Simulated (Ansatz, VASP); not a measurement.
# Ba in VASP and in Ansatz

```
Ba
1.0
    -2.53482    2.53482    2.53482
     2.53482   -2.53482    2.53482
     2.53482    2.53482   -2.53482
Ba
1
Cartesian
  0.0000 0.0000 0.0000
```

Alike in both runs: functional r2SCAN; k mesh 16 × 16 × 16; occupations gaussian, width 0.1 eV; no spin polarisation.

Ansatz relaxed the structure, and its values are those at the end. VASP's run is a single point on that final structure, the one shown.

|  | VASP | Ansatz |
| --- | --- | --- |
| version | VASP 6.6.1 | Ansatz 0.2.0 |
| potentials or method | VASP PAW PBE potentials, release 64 (Ba_sv), cutoff 520 eV | scalar-relativistic, plane waves, PAW |
| valence electrons in the cell | 10 | 10 |

```tsv
	VASP	Ansatz	Ansatz less VASP
gap on the k mesh at the Fermi level (eV)	none	none	-
pressure (GPa)	0.0	0.0	-0.04
```

VASP's potentials were made for PBE, not for r2SCAN. A gap of «none» marks a metal or a gap that the smearing closes.

Neither program's run includes spin-orbit coupling.
